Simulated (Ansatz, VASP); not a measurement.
**Ti4W: VASP beside Ansatz**

```xyz
10
Lattice="-2.2931 3.9717 0.0000 2.2931 -1.3239 -4.6273 -6.8792 -3.9717 0.0000" Properties=species:S:1:pos:R:3 pbc="T T T"
Ti   -4.5862    0.0000   -1.4271
Ti    0.0000    0.0000   -1.4271
Ti   -6.8792   -1.3239   -3.2002
Ti   -2.2931   -1.3239   -3.2002
Ti   -6.8792   -1.3239   -0.2372
Ti   -2.2931   -1.3239   -0.2372
Ti   -4.5862    0.0000   -4.3901
Ti    0.0000    0.0000   -4.3901
W    -4.5862   -2.6478   -2.3136
W    -2.2931    1.3239   -2.3136
```

Alike in both runs: task single point; functional PBE; k mesh 6 × 6 × 4; occupations gaussian, width 0.2 eV; no spin polarisation.

|  | VASP | Ansatz |
| --- | --- | --- |
| version | VASP 6.6.1 | Ansatz 0.2.0 |
| potentials or method | VASP PAW PBE potentials, release 64 (Ti_sv, W_sv), cutoff 520 eV | scalar-relativistic, plane waves, PAW |
| valence electrons in the cell | 124 | 124 |

VASP gave:

```
gap on the k mesh at the Fermi level (eV)                     : none
pressure (GPa)                                                : 0.0
traceless stress, the component that is largest in VASP (GPa) : 0.22
rms of the force components (eV/Å)                            : 0.050
```

Problem. Which values does Ansatz return?

Solution. gap on the k mesh at the Fermi level (eV): none; pressure (GPa): 0.1; traceless stress, the component that is largest in VASP (GPa): 0.09; rms of the force components (eV/Å): 0.043.

Atom by atom the forces differ by 0.009 eV/Å (rms over components). A gap of «none» marks a metal or a gap that the smearing closes.

Spin-orbit coupling is off throughout.
